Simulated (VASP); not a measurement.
Input of a VASP 6.6.1 run:

File INCAR:

```
PREC = Accurate ; ENCUT = 520
EDIFF = 1E-6 ; ISMEAR = 0
SIGMA = 0.1 ; LREAL = F
LASPH = T ; NELM = 80
ALGO = Fast ; ISIF = 2
LWAVE = F ; LCHARG = F
GGA = PE ; NBANDS = 43
```

KPOINTS

```
Automatic mesh
0
Gamma
  6 6 6
```

File POSCAR:

```
Sn3Ge2
1.0
    1.7136700238      0.9893878496     12.3449413573
   -1.7136700238      0.9893878496     12.3449413573
    0.0000000000     -1.9787756991     12.3449413573
Sn Ge
3 2
Direct
    0.2072681143      0.2072681143      0.2072681143
    0.7927318857      0.7927318857      0.7927318857
    0.0000000000      0.0000000000      0.0000000000
    0.3981915228      0.3981915228      0.3981915228
    0.6018084772      0.6018084772      0.6018084772
```

Potentials or basis: VASP PAW PBE potentials, release 64 (Sn_d, Ge_d).

Launch:

```sh
$ cat potpaw_PBE.64/Sn_d/POTCAR potpaw_PBE.64/Ge_d/POTCAR > POTCAR
$ mpirun -np 1 vasp_std > vasp.out
```

What does it give for the pressure?

-0.2 GPa.

What does it give for the band gap on the k mesh?

Zero (bands 35 and 36 overlap by 5.86 eV).

Predict the largest force.

0.041 eV/Å.

Forces on the atoms (eV/Å):
```
Sn   0.000  0.000 -0.041
Sn   0.000  0.000  0.041
Sn   0.000  0.000  0.000
Ge   0.000  0.000  0.014
Ge   0.000  0.000 -0.014
```

Caveat: spin-orbit coupling is left out, which moves the levels of the heavy elements.
